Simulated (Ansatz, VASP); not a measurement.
**Two plane-wave programs on Li2S**

```xyz
3
Lattice="0.0000 2.8445 2.8445 2.8445 0.0000 2.8445 2.8445 2.8445 0.0000" Properties=species:S:1:pos:R:3 pbc="T T T"
Li    1.4223    1.4223    1.4223
Li    4.2668    4.2668    4.2668
S     0.0000    0.0000    0.0000
```

Alike in both runs: functional PBE; k mesh 8 × 8 × 8; occupations fermi-dirac, width 0.02 eV; no spin polarisation.

Ansatz relaxed the structure, and its values are those at the end. VASP's run is a single point on that final structure, the one shown.

|  | VASP | Ansatz |
| --- | --- | --- |
| version | VASP 6.6.1 | Ansatz 0.2.0 |
| potentials or method | VASP PAW PBE potentials, release 64 (Li_sv, S) | plane-wave PAW, scalar-relativistic |
| plane-wave cutoff (eV) | 750 | 420 |
| valence electrons in the cell | 12 | 12 |

VASP gave:

* gap on the k mesh at the Fermi level (eV): 3.39
* pressure (GPa): 0.2

Q: Which values does Ansatz return?

A: gap on the k mesh at the Fermi level (eV): 3.39; pressure (GPa): 0.4.

The functional is the same, so the differences come from potentials, cutoffs and numerics. Ansatz's warnings: stress scf threshold loose.
